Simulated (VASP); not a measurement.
Write the native input for VASP 6.6.1 that does the following.

```
Task                   : single point
Functional             : PBE
Potentials or basis    : VASP PAW PBE potentials, release 64 (Cu, C)
Cutoff                 : 520 eV
k mesh                 : 5 × 5 × 5
Occupations            : gaussian, width 0.2 eV
Spin                   : no spin polarisation
Dipole correction      : no
Further INCAR settings : ALGO = Normal; EDIFF = 1e-07; NBANDS = 26
```

The structure of Cu3C lies in POSCAR:

```
Cu3C
1.0
    3.8376246302      0.0000000000      0.0000000000
    0.0000000000      3.8376246302      0.0000000000
    0.0000000000      0.0000000000      3.8376246302
Cu C
3 1
Direct
    0.5000000000      0.0000000000      0.0000000000
    0.0000000000      0.5000000000      0.0000000000
    0.0000000000      0.0000000000      0.5000000000
    0.0000000000      0.0000000000      0.0000000000
```

These files were run (other wordings do the same):

INCAR

```
SYSTEM = Cu3C
PREC     = Accurate       ! precision mode
ENCUT    = 520            ! plane-wave cutoff, eV
EDIFF    = 1E-7           ! SCF threshold, eV
ISMEAR   = 0              ! smearing method
SIGMA    = 0.2            ! smearing width, eV
LREAL    = .FALSE.        ! projectors in reciprocal space
LASPH    = .TRUE.         ! aspherical terms in the spheres
NELM     = 60             ! most SCF steps
ALGO     = Normal         ! electronic algorithm
ISIF     = 2              ! what is computed and relaxed
LWAVE    = .FALSE.        ! write WAVECAR
LCHARG   = .FALSE.        ! write CHGCAR
GGA      = PE             ! functional
NBANDS   = 26             ! bands
```

KPOINTS

```
Automatic mesh
0
G
  5 5 5
  0 0 0
```

Potentials or basis: VASP PAW PBE potentials, release 64 (Cu, C).

The run is started by

```bash
$ cat potpaw_PBE.64/Cu/POTCAR potpaw_PBE.64/C/POTCAR > POTCAR
$ mpirun -np 1 vasp_std > vasp.out
```

It gave:

```
Pressure : 0.6 GPa
```

Wall time 12 s on 1 thread of AMD EPYC 9R14 (Zen 4) (shared host), peak memory 0.13 GiB.
